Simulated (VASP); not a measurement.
# Ga (P6_3/mmc) in VASP: notebook

The runs below take Ga through single point, with r2SCAN.

All numbers are computed with VASP 6.6.1; they aren't measurements. Logs are shortened: lines on timing, memory, paths and dates and some standing lists are left out, and cuts for length are marked.

## (1) The cell of the first run

The structure is hexagonal, space group P6_3/mmc (No. 194). Conventional cell: a = 2.976 Å, b = 2.976 Å, c = 4.698 Å, α = 90.00°, β = 90.00°, γ = 120.00°. Within 3.8 Å of Ga (site symmetry -6m2) lie 12 Ga at 2.91 to 2.98 Å.

## (2) Single point, r2SCAN

File POSCAR:

```
Ga
1.0
    2.9761992793      0.0000000000      0.0000000000
   -1.4880996397      2.5774641826      0.0000000000
    0.0000000000      0.0000000000      4.6982452607
Ga
2
Direct
    0.3333333333      0.6666666667      0.2500000000
    0.6666666667      0.3333333333      0.7500000000
```

File INCAR.step1:

```
PREC = Accurate ; ENCUT = 520
ISMEAR = -1 ; SIGMA = 0.1
LREAL = False ; LASPH = True
NELM = 100 ; NBANDS = 20
GGA = PE ; ALGO = Normal
EDIFF = 1E-4 ; LWAVE = True
LCHARG = False
```

File INCAR.step2:

```
PREC = Accurate ; ENCUT = 520
EDIFF = 1E-6 ; ISMEAR = -1
SIGMA = 0.1 ; LREAL = False
LASPH = True ; NELM = 100
ALGO = Normal ; ISIF = 2
LWAVE = False ; LCHARG = False
METAGGA = R2SCAN ; LMIXTAU = True
NBANDS = 20 ; ISTART = 1
```

File KPOINTS:

```
regular mesh
0
Gamma
  12 12 7
```

Potentials or basis: VASP PAW PBE potentials, release 64 (Ga_d).

The run is started by

```console
$ cat potpaw_PBE.64/Ga_d/POTCAR > POTCAR
$ cp INCAR.step1 INCAR
$ mpirun -np 1 vasp_std > vasp.out
$ cp INCAR.step2 INCAR
$ mpirun -np 1 vasp_std > vasp.out
```

OUTCAR:

```text
PREC = Accurate
   ENCUT = 520
   EDIFF = 1E-6
   ISMEAR = -1
   LREAL = False
   LASPH = True
   NELM = 100
   ISIF = 2
   METAGGA = R2SCAN
   ISTART = 1

 ion  position               nearest neighbor table
   1  0.333  0.667  0.250-   2 2.91   2 2.91   2 2.91   2 2.91   2 2.91   2 2.91
   2  0.667  0.333  0.750-   1 2.91   1 2.91   1 2.91   1 2.91   1 2.91   1 2.91

  LATTYP: Found a hexagonal cell.
 ALAT       =     2.9761992793
 C/A-ratio  =     1.5786057383

  Lattice vectors:

 A1 = (   2.9761992793,   0.0000000000,   0.0000000000)
 A2 = (  -1.4880996397,   2.5774641826,   0.0000000000)
 A3 = (   0.0000000000,   0.0000000000,   4.6982452607)

Analysis of symmetry for initial positions (statically):
=====================================================================
 Subroutine PRICEL returns:
 Original cell was already a primitive cell.

 Routine SETGRP: Setting up the symmetry group for a
 hexagonal supercell.

 Subroutine GETGRP returns: Found 24 space group operations
 (whereof 12 operations were pure point group operations)
 out of a pool of 24 trial point group operations.

The static configuration has the point symmetry D_3d.
 The point group associated with its full space group is D_6h.

Analysis of symmetry for dynamics (positions and initial velocities):
=====================================================================
 Subroutine PRICEL returns:
 Original cell was already a primitive cell.

 Routine SETGRP: Setting up the symmetry group for a
 hexagonal supercell.

 Subroutine GETGRP returns: Found 24 space group operations
 (whereof 12 operations were pure point group operations)
 out of a pool of 24 trial point group operations.

The dynamic configuration has the point symmetry D_3d.
 The point group associated with its full space group is D_6h.

 Subroutine INISYM returns: Found 24 space group operations
 (whereof 12 operations are pure point group operations),
 and found     1 'primitive' translations

----------------------------------------------------------------------------------------

                                     Primitive cell
[... 75 lines left out ...]
   total plane-waves  NPLWV =  20736
   dimension x,y,z NGX =    24 NGY =   24 NGZ =   36
   dimension x,y,z NGXF=    48 NGYF=   48 NGZF=   72
   ions per type =               2
   NGX,Y,Z   is equivalent  to a cutoff of  13.41, 13.41, 12.74 a.u.
   NGXF,Y,Z  is equivalent  to a cutoff of  26.81, 26.81, 25.48 a.u.
 SYSTEM =  unknown system
   PREC   = accura    normal or accurate (medium, high low for compatibility)
   ISTART =      1    job   : 0-new  1-cont  2-samecut
   ICHARG =      0    charge: 1-file 2-atom 10-const
   ISPIN  =      1    spin polarized calculation?
   LNONCOLLINEAR =      F non collinear calculations
   LSORBIT =      F    spin-orbit coupling
   LASPH  =      T    aspherical Exc in radial PAW
   ENCUT  =  520.0 eV  38.22 Ry    6.18 a.u.   5.53  5.53  8.74*2*pi/ulx,y,z
   NELM   =    100;   NELMIN=  2; NELMDL=  0     # of ELM steps
   EDIFF  = 0.1E-05   stopping-criterion for ELM
   LREAL  =      F    real-space projection
   EDIFFG = 0.1E-04   stopping-criterion for IOM
   NSW    =      0    number of steps for IOM
   IBRION =     -1    ionic relax: 0-MD 1-quasi-New 2-CG
   NFREE  =      0    steps in history (QN), initial steepest desc. (CG)
   ISIF   =      2    stress and relaxation
   ISYM   =      2    0-nonsym 1-usesym 2-fastsym
   POTIM  = 0.5000    time-step for ionic-motion
   TEBEG  =    0.0;   TEEND  =   0.0 temperature during run
   PSTRESS=    0.0 pullay stress
   NELECT =      26.0000    total number of electrons
   NUPDOWN=      -1.0000    fix difference up-down
   EMIN   =  10.00;   EMAX   =-10.00  energy-range for DOS
   EFERMI =   0.00;   METHOD = LEGACY
   ISMEAR =    -1;   SIGMA  =   0.10  broadening in eV -4-tet -1-fermi 0-gaus
   EFERMI_NEDOS =   21; number of points for ismear=-14 and -15
   IALGO  =     38    algorithm
   IMIX   =      4    mixing-type and parameters
     AMIX     =   0.40;   BMIX     =  1.00
     AMIX_MAG =   1.60;   BMIX_MAG =  1.00
  volume/ion in A,a.u.               =      18.02       121.61
  Fermi-wavevector in a.u.,A,eV,Ry     =   1.468258  2.774606 29.331206  2.155783
  Thomas-Fermi vector in A             =   2.583778
   LORBIT       =      0    0 simple, 1 ext, 2 COOP (PROOUT), +10 PAW based schemes
   METAGGA = R2SCAN    functional components
   LHFCALC =     F    Hartree Fock is set to
   AEXX    =    0.0000 exact exchange contribution
   IVDW    =     0    specifies the selected vdW correction
   LEPSILON=     F    determine dielectric tensor
   LRPA    =     F    only Hartree local field effects (RPA)
 non-spin polarized calculation
  energy-cutoff  :      520.00
  volume of cell :       36.04
 maximum number of plane-waves:       996
 NGX is ok and might be reduce to    24
   NGX = 11   NGY = 11   NGZ = 17

 number of electron      25.9999996 magnetization

 Free energy of the ion-electron system (eV)
  ---------------------------------------------------
  ext. energy  EPLUGINS =         0.00000000
  ---------------------------------------------------
  free energy    TOTEN  =       -22.59173226 eV

  energy without entropy =      -22.56934604  energy(sigma->0) =      -22.58053915

 E-fermi :   5.9164     XC(G=0): -12.4599

 val. band max:        5.8970201103   @ k =   0.4167  -0.0000   0.0000
 cond. band min:       5.9396915675   @ k =   0.2500   0.2500   0.2857
 fundamental gap:      0.0426714572
 Fermi energy:         5.9163555814

 k-point     1 :       0.0000    0.0000    0.0000
  band No.  band energies     occupation
      1      -9.6990      2.00000
      2      -9.5762      2.00000
      3      -9.5762      2.00000
      4      -9.5739      2.00000
      5      -9.5462      2.00000
      6      -9.5462      2.00000
[... 541 lines left out ...]
     19      16.7248      0.00000
     20      19.6432      0.00000

 [... further k-points ...]
[... 5 lines left out ...]
  --------------------------------------------------------------------------------------
  -------------------------------------------------------------------------------------
  Total        0.0162972      0.0162972      0.0187550     -0.0000000      0.0000000      0.0000000
  in kB        0.7244894      0.7244894      0.8337510     -0.0000000      0.0000000      0.0000000
  external PRESSURE =       0.7609099 kB  Pullay stress =       0.0000000 kB

 VOLUME and BASIS-vectors are now :
 -----------------------------------------------------------------------------
  energy-cutoff  :      520.00
  volume of cell :       36.04
      direct lattice vectors                 reciprocal lattice vectors
     2.976199279  0.000000000  0.000000000     0.335999006  0.193989117  0.000000000
    -1.488099640  2.577464183  0.000000000     0.000000000  0.387978233  0.000000000
     0.000000000  0.000000000  4.698245261     0.000000000  0.000000000  0.212845423

 POSITION                                       TOTAL-FORCE (eV/Angst)
 -----------------------------------------------------------------------------------
     -0.00000      1.71831      1.17456        -0.000000      0.000000      0.000000
      1.48810      0.85915      3.52368         0.000000      0.000000     -0.000000
 -----------------------------------------------------------------------------------
    total drift:                               -0.000000      0.000000      0.000000

  FREE ENERGIE OF THE ION-ELECTRON SYSTEM (eV)
  ---------------------------------------------------
  free  energy   TOTEN  =       -22.5917322581 eV

  energy  without entropy=      -22.5693460419  energy(sigma->0) =      -22.58053915
```

Run time: 79 s. Hardware: 1 thread of Intel Xeon Platinum 8488C (Sapphire Rapids), shared host; peak memory 0.18 GiB.

Results:

```
Free energy            : -22.5917 eV
Pressure               : 0.1 GPa
Band gap on the k mesh : zero (band 13 reaches 9.90 eV, above the bottom of band 14 at 2.99 eV)
```

Caveat: the PAW data sets were made with another functional, which shifts forces and pressure a little.

## (3) Single point, r2SCAN (volume scaled by 0.88)

File POSCAR:

```
Ga
1.0
    2.8520440651      0.0000000000      0.0000000000
   -1.4260220326      2.4699426131      0.0000000000
    0.0000000000      0.0000000000      4.5022531271
Ga
2
Direct
    0.3333333333      0.6666666667      0.2500000000
    0.6666666667      0.3333333333      0.7500000000
```

File INCAR.step1:

```
PREC = Accurate ; ENCUT = 520
ISMEAR = -1 ; SIGMA = 0.1
LREAL = F ; LASPH = T
NELM = 80 ; NBANDS = 20
GGA = PE ; ALGO = Normal
EDIFF = 1E-4 ; LWAVE = T
LCHARG = F
```

File INCAR.step2:

```
PREC = Accurate ; ENCUT = 520
EDIFF = 1E-6 ; ISMEAR = -1
SIGMA = 0.1 ; LREAL = F
LASPH = T ; NELM = 80
ALGO = Normal ; ISIF = 2
LWAVE = F ; LCHARG = T
METAGGA = R2SCAN ; LMIXTAU = T
LELF = T ; LVHAR = T
NBANDS = 20 ; ISTART = 1
```

File KPOINTS:

```
regular mesh
0
Gamma
  14 14 8
```

Potentials or basis: VASP PAW PBE potentials, release 64 (Ga_d).

The run is started by

```console
$ cat potpaw_PBE.64/Ga_d/POTCAR > POTCAR
$ cp INCAR.step1 INCAR
$ mpirun -np 1 vasp_std > vasp.out
$ cp INCAR.step2 INCAR
$ mpirun -np 1 vasp_std > vasp.out
```

Run time: 1.9 min. Hardware: 1 thread of Intel Xeon Platinum 8488C (Sapphire Rapids), shared host; peak memory 0.2 GiB.

It converged, with:

* Free energy: -22.4522 eV
* Pressure: 10.2 GPa
* Band gap on the k mesh: zero (band 13 reaches 13.05 eV, above the bottom of band 14 at 3.42 eV)

Stress tensor (GPa, compression positive):
```
 9.95  0.00  0.00
 0.00  9.95  0.00
 0.00  0.00 10.79
```

Levels at points of the mesh, in eV from the Fermi level:
| k point | band 10 | band 11 | band 12 | band 13 | band 14 | band 15 | band 16 | band 17 |
| --- | --- | --- | --- | --- | --- | --- | --- | --- |
| (0.00, 0.00, 0.00) | -15.36 | -13.21 | -5.05 | -4.83 | 11.18 | 11.18 | 13.49 | 13.49 |
| (0.50, 0.00, 0.00) | -15.33 | -6.60 | -6.08 | 0.93 | 1.09 | 1.60 | 3.44 | 5.30 |
| (0.00, 0.00, 0.50) | -15.43 | -11.16 | -11.16 | 5.08 | 5.08 | 12.81 | 12.81 | 12.81 |
| (0.50, 0.00, 0.50) | -15.35 | -4.77 | -4.77 | -3.84 | -3.84 | 7.52 | 7.52 | 9.43 |

Caveat: the PAW data sets were made with another functional, which shifts forces and pressure a little.

## (4) Single point, r2SCAN (volume scaled by 0.92)

File POSCAR:

```
Ga
1.0
    2.8946181636      0.0000000000      0.0000000000
   -1.4473090818      2.5068128640      0.0000000000
    0.0000000000      0.0000000000      4.5694608434
Ga
2
Direct
    0.3333333333      0.6666666667      0.2500000000
    0.6666666667      0.3333333333      0.7500000000
```

File INCAR.step1:

```
SYSTEM = Ga
  PREC = Accurate
  ENCUT = 520
  ISMEAR = -1
  SIGMA = 0.1
  LREAL = .FALSE.
  LASPH = .TRUE.
  NELM = 100
  NBANDS = 20
  GGA = PE
  ALGO = Normal
  EDIFF = 1E-4
  LWAVE = .TRUE.
  LCHARG = .FALSE.
```

File INCAR.step2:

```
SYSTEM = Ga
  PREC = Accurate
  ENCUT = 520
  EDIFF = 1E-6
  ISMEAR = -1
  SIGMA = 0.1
  LREAL = .FALSE.
  LASPH = .TRUE.
  NELM = 100
  ALGO = Normal
  ISIF = 2
  LWAVE = .FALSE.
  LCHARG = .FALSE.
  METAGGA = R2SCAN
  LMIXTAU = .TRUE.
  NBANDS = 20
  ISTART = 1
```

File KPOINTS:

```
regular mesh
0
G
  14 14 8
  0 0 0
```

The run is started by

```console
$ cat potpaw_PBE.64/Ga_d/POTCAR > POTCAR
$ cp INCAR.step1 INCAR
$ mpirun -np 1 vasp_std > vasp.out
$ cp INCAR.step2 INCAR
$ mpirun -np 1 vasp_std > vasp.out
```

Wall time 2 min (1 thread of Intel Xeon Platinum 8488C (Sapphire Rapids), shared host); peak memory 0.2 GiB.

Results (log left out):

| Quantity | Value |
| --- | --- |
| Free energy | -22.5242 eV |
| Pressure | 6.1 GPa |
| Band gap on the k mesh | zero (band 13 reaches 12.37 eV, above the bottom of band 14 at 3.03 eV) |

Stress tensor (GPa, compression positive):
```
5.82 0.00 0.00
0.00 5.82 0.00
0.00 0.00 6.59
```

Levels at points of the mesh, in eV from the Fermi level:
```csv
k point,band 11,band 12,band 13,band 14,band 15,band 16
"(0.00, 0.00, 0.00)",-12.79,-4.80,-4.79,10.78,10.78,13.06
"(0.50, 0.00, 0.00)",-6.46,-5.84,0.95,1.05,1.38,3.43
"(0.00, 0.00, 0.50)",-10.81,-10.81,4.91,4.91,12.33,12.33
"(0.50, 0.00, 0.50)",-4.63,-4.63,-3.74,-3.74,7.29,7.29
```

Caveat: the PAW data sets were made with another functional, which shifts forces and pressure a little.

## (5) Single point, r2SCAN (volume scaled by 0.96)

File POSCAR:

```
Ga
1.0
    2.9359754393      0.0000000000      0.0000000000
   -1.4679877197      2.5426293153      0.0000000000
    0.0000000000      0.0000000000      4.6347476761
Ga
2
Direct
    0.3333333333      0.6666666667      0.2500000000
    0.6666666667      0.3333333333      0.7500000000
```

File INCAR.step1:

```
SYSTEM = Ga
ALGO = Normal
EDIFF = 1E-4
ENCUT = 520
GGA = PE
ISMEAR = -1
LASPH = .TRUE.
LCHARG = .FALSE.
LREAL = .FALSE.
LWAVE = .TRUE.
NBANDS = 20
NELM = 60
PREC = Accurate
SIGMA = 0.1
```

File INCAR.step2:

```
SYSTEM = Ga
ALGO = Normal
EDIFF = 1E-6
ENCUT = 520
ISIF = 2
ISMEAR = -1
ISTART = 1
LASPH = .TRUE.
LCHARG = .FALSE.
LMIXTAU = .TRUE.
LREAL = .FALSE.
LWAVE = .FALSE.
METAGGA = R2SCAN
NBANDS = 20
NELM = 60
PREC = Accurate
SIGMA = 0.1
```

File KPOINTS:

```
k-points
0
G
  14 14 8
  0 0 0
```

The run is started by

```console
$ cat potpaw_PBE.64/Ga_d/POTCAR > POTCAR
$ cp INCAR.step1 INCAR
$ mpirun -np 1 vasp_std > vasp.out
$ cp INCAR.step2 INCAR
$ mpirun -np 1 vasp_std > vasp.out
```

It took 2 min on 1 thread of Intel Xeon Platinum 8488C (Sapphire Rapids), shared host; peak memory 0.2 GiB.

The run converged. Its results:

```yaml
Free_energy: -22.5633 eV
Pressure: 2.8 GPa
Band_gap_on_the_k_mesh: zero (band 13 reaches 11.73 eV, above the bottom of band 14 at 2.70 eV)
```

Stress tensor (GPa, compression positive):
```
2.66 0.00 0.00
0.00 2.66 0.00
0.00 0.00 3.16
```

Levels at points of the mesh, in eV from the Fermi level:
| k point | band 11 | band 12 | band 13 | band 14 | band 15 | band 16 |
| --- | --- | --- | --- | --- | --- | --- |
| (0.00, 0.00, 0.00) | -12.42 | -4.78 | -4.56 | 10.41 | 10.41 | 12.65 |
| (0.50, 0.00, 0.00) | -6.34 | -5.63 | 0.97 | 1.01 | 1.17 | 3.41 |
| (0.00, 0.00, 0.50) | -10.49 | -10.49 | 4.76 | 4.76 | 11.89 | 11.89 |
| (0.50, 0.00, 0.50) | -4.52 | -4.52 | -3.63 | -3.63 | 7.08 | 7.08 |

Caveat: the PAW data sets were made with another functional, which shifts forces and pressure a little.

## (6) The runs side by side

| cell | k mesh | gap on the mesh (eV) | pressure (GPa) |
| --- | --- | --- | --- |
| a = 2.976, b = 2.976, c = 4.698 Å, angles 90.0, 90.0, 120.0°, 2 atoms | 12 × 12 × 7 | none | 0.1 |
| a = 2.852, b = 2.852, c = 4.502 Å, angles 90.0, 90.0, 120.0°, 2 atoms | 14 × 14 × 8 | none | 10.2 |
| a = 2.895, b = 2.895, c = 4.569 Å, angles 90.0, 90.0, 120.0°, 2 atoms | 14 × 14 × 8 | none | 6.1 |
| a = 2.936, b = 2.936, c = 4.635 Å, angles 90.0, 90.0, 120.0°, 2 atoms | 14 × 14 × 8 | none | 2.8 |

Alike in all rows: task single point; level r2SCAN; potentials or basis VASP PAW PBE potentials, release 64 (Ga_d); no spin polarisation; cutoff (eV) 520; smearing fermi-dirac 0.1 eV.

Caveats: the PAW data sets were made with another functional, which shifts forces and pressure a little.

Absolute energies hang on the potentials; compare differences alone.
